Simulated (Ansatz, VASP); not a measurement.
# Ga in VASP and in Ansatz

Contents of INCAR:

```
PREC = Accurate ; ENCUT = 520
EDIFF = 1E-6 ; ISMEAR = -1
SIGMA = 0.1 ; LREAL = False
LASPH = True ; NELM = 80
ALGO = Normal ; ISIF = 2
LWAVE = False ; LCHARG = False
GGA = RP ; NBANDS = 12
```

KPOINTS

```
Automatic mesh
0
Gamma
  14 14 14
```

The input POSCAR:

```
Ga
1.0
    0.0000000000      2.0843019267      2.0843019267
    2.0843019267      0.0000000000      2.0843019267
    2.0843019267      2.0843019267      0.0000000000
Ga
1
Direct
    0.0000000000      0.0000000000      0.0000000000
```

Input for Ansatz:

```yaml
crystal:
  lattice:
    - [0.0, 2.0843019267, 2.0843019267]
    - [2.0843019267, 0.0, 2.0843019267]
    - [2.0843019267, 2.0843019267, 0.0]
  atoms:
    - { symbol: Ga, position: [0.0, 0.0, 0.0] }
hamiltonian:
  xc: rpbe
  pseudopotentials:
    kind: paw
    azcp:
      Ga: "pseudopotentials/Ga.paw.azcp"
basis:
  ecutwfc: 420
  fft_grid_basis: typed
kpoints:
  mp_grid: { grid: [14, 14, 14], shift: [0, 0, 0] }
magnetization:
  spin_polarized: false
scf:
  occupations: { method: fermi_dirac, width: 0.1 }
  lower_state_search: "off"
output:
  stress: true
```

Alike in both runs: task single point; functional RPBE; k mesh 14 × 14 × 14; occupations fermi-dirac, width 0.1 eV; no spin polarisation.

|  | VASP | Ansatz |
| --- | --- | --- |
| version | VASP 6.6.1 | Ansatz 0.2.0 |
| potentials or method | VASP PAW PBE potentials, release 64 (Ga_d), cutoff 520 eV | plane waves (420 eV) with PAW, scalar-relativistic |
| valence electrons in the cell | 13 | 13 |

|  | VASP | Ansatz | Ansatz less VASP |
| --- | --- | --- | --- |
| pressure (GPa) | 4.4 | 4.3 | -0.11 |

VASP's potentials were made for PBE, not for RPBE. With one functional, cell and mesh, what is left measures potentials, basis and numerics.
